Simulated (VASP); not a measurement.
# Bi (Pm-3m) in VASP: notebook

Bi is run at these levels: LDA; tasks: single point.

Everything below comes from runs of VASP 6.6.1. Logs are shortened: lines on timing, memory, paths and dates and some standing lists are left out, and cuts for length are marked.

## Step 1: The cell of the first run

The structure is cubic, space group Pm-3m (No. 221). The conventional cell has a = 2.918 Å, b = 2.918 Å, c = 2.918 Å, α = 90.00°, β = 90.00°, γ = 90.00°. Within 3.8 Å of Bi (site symmetry m-3m) lie 6 Bi at 2.92 Å.

## Step 2: Single point, LDA (volume scaled by 0.76)

Contents of INCAR:

```
SYSTEM = Bi
PREC = Accurate
ENCUT = 520
EDIFF = 1E-6
ISMEAR = -1
SIGMA = 0.05
LREAL = .FALSE.
LASPH = .TRUE.
NELM = 60
ALGO = Normal
ISIF = 2
LWAVE = .FALSE.
LCHARG = .FALSE.
GGA = CA
NBANDS = 14
```

Contents of KPOINTS:

```
Automatic mesh
0
G
  12 12 12
  0 0 0
```

Contents of POSCAR:

```
Bi
1.0
    2.9179639227      0.0000000000      0.0000000000
    0.0000000000      2.9179639227      0.0000000000
    0.0000000000      0.0000000000      2.9179639227
Bi
1
Direct
    0.0000000000      0.0000000000      0.0000000000
```

Potentials or basis: VASP PAW LDA potentials, release 64 (Bi_d).

The run is started by

```
cat potpaw_LDA.64/Bi_d/POTCAR > POTCAR
mpirun -np 1 vasp_std > vasp.out
```

OUTCAR:

```text
SYSTEM = Bi
   PREC = Accurate
   ENCUT = 520
   EDIFF = 1E-6
   ISMEAR = -1
   LREAL = .FALSE.
   LASPH = .TRUE.
   NELM = 60
   ISIF = 2
   GGA = CA

 ion  position               nearest neighbor table
   1  0.000  0.000  0.000-

  LATTYP: Found a simple cubic cell.
 ALAT       =     2.9179639227

  Lattice vectors:

 A1 = (   2.9179639227,   0.0000000000,   0.0000000000)
 A2 = (   0.0000000000,   2.9179639227,   0.0000000000)
 A3 = (   0.0000000000,   0.0000000000,   2.9179639227)

Analysis of symmetry for initial positions (statically):
=====================================================================
 Subroutine PRICEL returns:
 Original cell was already a primitive cell.

 Routine SETGRP: Setting up the symmetry group for a
 simple cubic supercell.

 Subroutine GETGRP returns: Found 48 space group operations
 (whereof 48 operations were pure point group operations)
 out of a pool of 48 trial point group operations.

The static configuration has the point symmetry O_h .

Analysis of symmetry for dynamics (positions and initial velocities):
=====================================================================
 Subroutine PRICEL returns:
 Original cell was already a primitive cell.

 Routine SETGRP: Setting up the symmetry group for a
 simple cubic supercell.

 Subroutine GETGRP returns: Found 48 space group operations
 (whereof 48 operations were pure point group operations)
 out of a pool of 48 trial point group operations.

The dynamic configuration has the point symmetry O_h .

 Subroutine INISYM returns: Found 48 space group operations
 (whereof 48 operations are pure point group operations),
 and found     1 'primitive' translations

----------------------------------------------------------------------------------------

                                     Primitive cell

  volume of cell :      24.8450

  direct lattice vectors                    reciprocal lattice vectors
     2.917963923  0.000000000  0.000000000     0.342704717  0.000000000  0.000000000
     0.000000000  2.917963923  0.000000000     0.000000000  0.342704717  0.000000000
     0.000000000  0.000000000  2.917963923     0.000000000  0.000000000  0.342704717

  length of vectors
     2.917963923  2.917963923  2.917963923     0.342704717  0.342704717  0.342704717

  position of ions in fractional coordinates (direct lattice)
     0.000000000  0.000000000  0.000000000

  ion indices of the primitive-cell ions
   primitive index   ion index
                 1           1

----------------------------------------------------------------------------------------

 KPOINTS: Automatic mesh

Automatic generation of k-mesh.
 Grid dimensions read from file:
 generate k-points for:   12   12   12

 Generating k-lattice:

  Cartesian coordinates                     Fractional coordinates (reciprocal lattice)
     0.028558726  0.000000000  0.000000000     0.083333333  0.000000000  0.000000000
     0.000000000  0.028558726  0.000000000     0.000000000  0.083333333  0.000000000
     0.000000000  0.000000000  0.028558726     0.000000000  0.000000000  0.083333333

  Length of vectors
     0.028558726  0.028558726  0.028558726

  Shift w.r.t. Gamma in fractional coordinates (k-lattice)
     0.000000000  0.000000000  0.000000000

 Subroutine IBZKPT returns following result:
 ===========================================

 Found     84 irreducible k-points:

 Following reciprocal coordinates:
            Coordinates               Weight
  0.000000  0.000000  0.000000      1.000000
  0.083333  0.000000  0.000000      6.000000
  0.166667  0.000000  0.000000      6.000000
  0.250000  0.000000  0.000000      6.000000
  0.333333  0.000000  0.000000      6.000000
  0.416667  0.000000  0.000000      6.000000
[... 16 lines left out ...]
  0.333333  0.333333  0.000000     12.000000
  0.416667  0.333333  0.000000     24.000000
 [... further k-points ...]
   k-points           NKPTS =     84   k-points in BZ     NKDIM =     84   number of bands    NBANDS=     14
   number of dos      NEDOS =    301   number of ions     NIONS =      1
   total plane-waves  NPLWV =  13824
   dimension x,y,z NGX =    24 NGY =   24 NGZ =   24
   dimension x,y,z NGXF=    48 NGYF=   48 NGZF=   48
   ions per type =               1
   NGX,Y,Z   is equivalent  to a cutoff of  13.67, 13.67, 13.67 a.u.
   NGXF,Y,Z  is equivalent  to a cutoff of  27.35, 27.35, 27.35 a.u.
 SYSTEM =  Bi
   PREC   = accura    normal or accurate (medium, high low for compatibility)
   ISTART =      0    job   : 0-new  1-cont  2-samecut
   ICHARG =      2    charge: 1-file 2-atom 10-const
   ISPIN  =      1    spin polarized calculation?
   LNONCOLLINEAR =      F non collinear calculations
   LSORBIT =      F    spin-orbit coupling
   LASPH  =      T    aspherical Exc in radial PAW
   ENCUT  =  520.0 eV  38.22 Ry    6.18 a.u.   5.43  5.43  5.43*2*pi/ulx,y,z
   NELM   =     60;   NELMIN=  2; NELMDL= -5     # of ELM steps
   EDIFF  = 0.1E-05   stopping-criterion for ELM
   LREAL  =      F    real-space projection
[... 7 lines left out ...]
   TEBEG  =    0.0;   TEEND  =   0.0 temperature during run
   PSTRESS=    0.0 pullay stress
   NELECT =      15.0000    total number of electrons
   NUPDOWN=      -1.0000    fix difference up-down
   EMIN   =  10.00;   EMAX   =-10.00  energy-range for DOS
   EFERMI =   0.00;   METHOD = LEGACY
   ISMEAR =    -1;   SIGMA  =   0.05  broadening in eV -4-tet -1-fermi 0-gaus
   EFERMI_NEDOS =   21; number of points for ismear=-14 and -15
   IALGO  =     38    algorithm
   IMIX   =      4    mixing-type and parameters
     AMIX     =   0.40;   BMIX     =  1.00
     AMIX_MAG =   1.60;   BMIX_MAG =  1.00
  volume/ion in A,a.u.               =      24.85       167.66
  Fermi-wavevector in a.u.,A,eV,Ry     =   1.383647  2.614714 26.048072  1.914479
  Thomas-Fermi vector in A             =   2.508225
   LORBIT       =      0    0 simple, 1 ext, 2 COOP (PROOUT), +10 PAW based schemes
   GGA     = CA    functional components
   LHFCALC =     F    Hartree Fock is set to
   AEXX    =    0.0000 exact exchange contribution
   IVDW    =     0    specifies the selected vdW correction
   LEPSILON=     F    determine dielectric tensor
   LRPA    =     F    only Hartree local field effects (RPA)
 non-spin polarized calculation
  energy-cutoff  :      520.00
  volume of cell :       24.85
 maximum number of plane-waves:       691
 NGX is ok and might be reduce to    24
   NGX = 11   NGY = 11   NGZ = 11

 number of electron      14.9999996 magnetization

 Free energy of the ion-electron system (eV)
  ---------------------------------------------------
  ext. energy  EPLUGINS =         0.00000000
  ---------------------------------------------------
  free energy    TOTEN  =        -3.96319811 eV

  energy without entropy =       -3.95856159  energy(sigma->0) =       -3.96087985

 E-fermi :  11.0406     XC(G=0): -11.5162

 val. band max:       11.0280574132   @ k =   0.1667   0.0833   0.0833
 cond. band min:      11.0635198317   @ k =   0.4167   0.2500   0.0833
 fundamental gap:      0.0354624185
 Fermi energy:        11.0405933623

 k-point     1 :       0.0000    0.0000    0.0000
  band No.  band energies     occupation
      1     -12.9361      2.00000
      2     -12.9361      2.00000
      3     -12.0465      2.00000
      4     -12.0465      2.00000
      5     -12.0465      2.00000
      6      -4.9746      2.00000
      7      14.6904      0.00000
      8      14.6904      0.00000
      9      14.6904      0.00000
     10      19.0802      0.00000
     11      19.8817      0.00000
     12      19.8817      0.00000
     13      28.8009      0.00000
     14      28.8009      0.00000

 k-point     2 :       0.0833    0.0000    0.0000
  band No.  band energies     occupation
      1     -12.9330      2.00000
      2     -12.8919      2.00000
      3     -12.0627      2.00000
      4     -12.0627      2.00000
      5     -12.0451      2.00000
      6      -4.8480      2.00000
      7      13.2409      0.00000
      8      14.8415      0.00000
      9      14.8415      0.00000
     10      19.3971      0.00000
     11      19.9240      0.00000
     12      21.2249      0.00000
     13      28.2427      0.00000
     14      28.7431      0.00000

 k-point     3 :       0.1667    0.0000    0.0000
  band No.  band energies     occupation
      1     -12.9246      2.00000
      2     -12.7716      2.00000
      3     -12.1068      2.00000
      4     -12.1068      2.00000
      5     -12.0414      2.00000
      6      -4.4674      2.00000
      7      10.7595      1.99280
      8      15.2779      0.00000
      9      15.2779      0.00000
     10      19.6297      0.00000
     11      20.0504      0.00000
     12      24.0980      0.00000
     13      27.0527      0.00000
     14      28.3965      0.00000

 k-point     4 :       0.2500    0.0000    0.0000
  band No.  band energies     occupation
      1     -12.9130      2.00000
      2     -12.6085      2.00000
      3     -12.1664      2.00000
      4     -12.1664      2.00000
      5     -12.0364      2.00000
      6      -3.8384      2.00000
      7       8.2764      2.00000
      8      15.9459      0.00000
      9      15.9459      0.00000
     10      19.9451      0.00000
     11      20.2581      0.00000
     12      25.7880      0.00000
     13      27.1248      0.00000
     14      27.4811      0.00000

 k-point     5 :       0.3333    0.0000    0.0000
  band No.  band energies     occupation
      1     -12.9014      2.00000
      2     -12.4475      2.00000
      3     -12.2254      2.00000
      4     -12.2254      2.00000
      5     -12.0314      2.00000
      6      -3.0013      2.00000
      7       6.0382      2.00000
      8      16.7380      0.00000
      9      16.7380      0.00000
     10      20.3624      0.00000
     11      20.5312      0.00000
     12      24.6867      0.00000
     13      25.7635      0.00000
     14      26.2325      0.00000

 k-point     6 :       0.4167    0.0000    0.0000
  band No.  band energies     occupation
      1     -12.8930      2.00000
      2     -12.3310      2.00000
      3     -12.2682      2.00000
      4     -12.2682      2.00000
      5     -12.0278      2.00000
      6      -2.1171      2.00000
      7       4.2864      2.00000
      8      17.4511      0.00000
      9      17.4511      0.00000
     10      20.8113      0.00000
     11      20.8209      0.00000
     12      23.8890      0.00000
     13      24.4485      0.00000
     14      25.1582      0.00000

 k-point     7 :       0.5000    0.0000    0.0000
  band No.  band energies     occupation
      1     -12.8899      2.00000
      2     -12.2887      2.00000
      3     -12.2838      2.00000
      4     -12.2838      2.00000
      5     -12.0264      2.00000
      6      -1.6672      2.00000
      7       3.5430      2.00000
      8      17.7587      0.00000
      9      17.7587      0.00000
     10      20.9469      0.00000
     11      21.0677      0.00000
     12      23.5781      0.00000
     13      23.9139      0.00000
     14      24.7197      0.00000
[... 205 lines left out ...]
 k-point    20 :       0.3333    0.2500    0.0000
  band No.  band energies     occupation
      1     -12.7169      2.00000
      2     -12.3836      2.00000
      3     -12.2408      2.00000
      4     -12.2123      2.00000
      5     -12.1480      2.00000
      6      -1.9059      2.00000
      7       7.1362      2.00000
      8      10.1774      2.00000
      9      18.0457      0.00000
     10      18.1128      0.00000
     11      21.1572      0.00000
     12      24.8116      0.00000
     13      26.8620      0.00000
     14      28.5491      0.00000

 k-point    21 :       0.4167    0.2500    0.0000
  band No.  band energies     occupation
      1     -12.6993      2.00000
      2     -12.4351      2.00000
      3     -12.2542      2.00000
      4     -12.1437      2.00000
      5     -12.1214      2.00000
      6      -1.0382      2.00000
      7       5.3798      2.00000
      8      10.9275      1.81120
      9      16.6565      0.00000
     10      18.8935      0.00000
     11      21.6376      0.00000
     12      23.9557      0.00000
     13      25.6878      0.00000
     14      29.3512      0.00000

 k-point    22 :       0.5000    0.2500    0.0000
  band No.  band energies     occupation
      1     -12.6936      2.00000
      2     -12.4539      2.00000
      3     -12.2695      2.00000
      4     -12.1421      2.00000
      5     -12.0770      2.00000
      6      -0.5965      2.00000
      7       4.6363      2.00000
      8      11.2876      0.01421
      9      16.0820      0.00000
     10      19.2405      0.00000
     11      21.9181      0.00000
     12      23.5346      0.00000
     13      25.2114      0.00000
     14      30.0045      0.00000

 k-point    23 :       0.3333    0.3333    0.0000
  band No.  band energies     occupation
      1     -12.6674      2.00000
      2     -12.4604      2.00000
      3     -12.2077      2.00000
      4     -12.2033      2.00000
      5     -12.0939      2.00000
      6      -1.0926      2.00000
      7       7.6449      2.00000
      8       8.1278      2.00000
      9      16.2918      0.00000
     10      18.9974      0.00000
     11      21.6370      0.00000
     12      24.3793      0.00000
     13      26.7914      0.00000
     14      28.3786      0.00000

 k-point    24 :       0.4167    0.3333    0.0000
  band No.  band energies     occupation
      1     -12.6413      2.00000
      2     -12.5160      2.00000
      3     -12.2472      2.00000
      4     -12.2006      2.00000
      5     -11.9760      2.00000
      6      -0.2244      2.00000
      7       6.0789      2.00000
      8       8.6120      2.00000
      9      14.9669      0.00000
     10      19.8211      0.00000
     11      22.1664      0.00000
     12      23.7963      0.00000
     13      25.9917      0.00000
     14      28.8598      0.00000

 [... further k-points ...]
[... 5 lines left out ...]
  --------------------------------------------------------------------------------------
  -------------------------------------------------------------------------------------
  Total        4.5929751      4.5929751      4.5929751     -0.0000000      0.0000000     -0.0000000
  in kB      296.1862680    296.1862680    296.1862680     -0.0000000      0.0000000     -0.0000000
  external PRESSURE =     296.1862680 kB  Pullay stress =       0.0000000 kB

 VOLUME and BASIS-vectors are now :
 -----------------------------------------------------------------------------
  energy-cutoff  :      520.00
  volume of cell :       24.85
      direct lattice vectors                 reciprocal lattice vectors
     2.917963923  0.000000000  0.000000000     0.342704717  0.000000000  0.000000000
     0.000000000  2.917963923  0.000000000     0.000000000  0.342704717  0.000000000
     0.000000000  0.000000000  2.917963923     0.000000000  0.000000000  0.342704717

 POSITION                                       TOTAL-FORCE (eV/Angst)
 -----------------------------------------------------------------------------------
      0.00000      0.00000      0.00000         0.000000      0.000000      0.000000
 -----------------------------------------------------------------------------------
    total drift:                                0.000000      0.000000     -0.000000

  FREE ENERGIE OF THE ION-ELECTRON SYSTEM (eV)
  ---------------------------------------------------
  free  energy   TOTEN  =        -3.9631981107 eV

  energy  without entropy=       -3.9585615922  energy(sigma->0) =       -3.96087985
```

Run time: 31 s. Hardware: 1 thread of AMD EPYC 7R13, shared host; peak memory 0.11 GiB.

Results:

* Free energy: -3.9632 eV
* Pressure: 29.6 GPa

Caveat: spin-orbit coupling is left out, which moves the levels of the heavy elements.

## Step 3: Single point, LDA (volume scaled by 0.84)

Contents of INCAR:

```
ALGO = Normal
EDIFF = 1E-6
ENCUT = 520
ISIF = 2
ISMEAR = -1
LASPH = T
LCHARG = F
LREAL = F
LWAVE = F
NBANDS = 14
NELM = 60
PREC = Accurate
SIGMA = 0.05
```

Contents of KPOINTS:

```
k-points
0
Gamma
  12 12 12
```

Contents of POSCAR:

```
Bi
1.0
    3.0169525701      0.0000000000      0.0000000000
    0.0000000000      3.0169525701      0.0000000000
    0.0000000000      0.0000000000      3.0169525701
Bi
1
Direct
    0.0000000000      0.0000000000      0.0000000000
```

Potentials or basis: VASP PAW LDA potentials, release 64 (Bi_d).

The run is started by

```
cat potpaw_LDA.64/Bi_d/POTCAR > POTCAR
mpirun -np 1 vasp_std > vasp.out
```

It took 45 s on 1 thread of AMD EPYC 7R13, shared host; peak memory 0.11 GiB.

Results (log left out):

* Free energy: -4.3189 eV
* Pressure: 15.0 GPa

Levels at points of the mesh, in eV from the Fermi level:
```csv
k point,band 6,band 7,band 8,band 9,band 10,band 11
"(0.00, 0.00, 0.00)",-15.01,3.50,3.50,3.50,7.48,8.49
"(0.50, 0.00, 0.00)",-12.21,-6.64,6.15,6.15,9.97,10.12
"(0.50, 0.50, 0.00)",-9.43,-4.24,-4.24,2.06,9.17,12.20
"(0.50, 0.50, 0.50)",-6.50,-1.93,-1.93,-1.93,5.29,5.29
```

Caveat: spin-orbit coupling is left out, which moves the levels of the heavy elements.

## Step 4: Single point, LDA (volume scaled by 0.92)

Contents of INCAR:

```
PREC = Accurate
ENCUT = 520
EDIFF = 1E-6
ISMEAR = -1
SIGMA = 0.05
LREAL = F
LASPH = T
NELM = 100
ALGO = Normal
ISIF = 2
LWAVE = F
LCHARG = F
NBANDS = 14
```

Contents of KPOINTS:

```
regular mesh
0
Gamma
  12 12 12
```

Contents of POSCAR:

```
Bi
1.0
    3.1098396496      0.0000000000      0.0000000000
    0.0000000000      3.1098396496      0.0000000000
    0.0000000000      0.0000000000      3.1098396496
Bi
1
Direct
    0.0000000000      0.0000000000      0.0000000000
```

The run is started by

```
cat potpaw_LDA.64/Bi_d/POTCAR > POTCAR
mpirun -np 1 vasp_std > vasp.out
```

Run time: 35 s. Hardware: 1 thread of AMD EPYC 7R13, shared host; peak memory 0.12 GiB.

The run converged. Its results:

```yaml
Free_energy: -4.4852 eV
Pressure: 5.9 GPa
```

Levels at points of the mesh, in eV from the Fermi level:
```csv
k point,band 4,band 5,band 6,band 7,band 8,band 9,band 10,band 11,band 12,band 13
"(0.00, 0.00, 0.00)",-22.75,-22.75,-14.18,3.34,3.34,3.34,7.00,8.21,8.21,17.29
"(0.50, 0.00, 0.00)",-22.86,-22.74,-11.80,-5.92,5.65,5.65,9.88,10.26,11.07,11.15
"(0.50, 0.50, 0.00)",-22.87,-22.58,-9.42,-3.76,-3.76,2.35,8.17,12.13,12.13,14.79
"(0.50, 0.50, 0.50)",-22.57,-22.57,-6.95,-1.70,-1.70,-1.70,5.33,5.33,5.33,5.97
```

Caveat: spin-orbit coupling is left out, which moves the levels of the heavy elements.

## Step 5: Summary

| cell | gap on the mesh (eV) | pressure (GPa) |
| --- | --- | --- |
| a = 2.918 Å, 1 atom | none | 29.6 |
| a = 3.017 Å, 1 atom | none | 15.0 |
| a = 3.110 Å, 1 atom | none | 5.9 |

Alike in all rows: task single point; level LDA; potentials or basis VASP PAW LDA potentials, release 64 (Bi_d); no spin polarisation; k mesh 12 × 12 × 12; cutoff (eV) 520; smearing fermi-dirac 0.05 eV.

Caveats: spin-orbit coupling is left out, which moves the levels of the heavy elements.

Absolute energies hang on the potentials; compare differences alone.
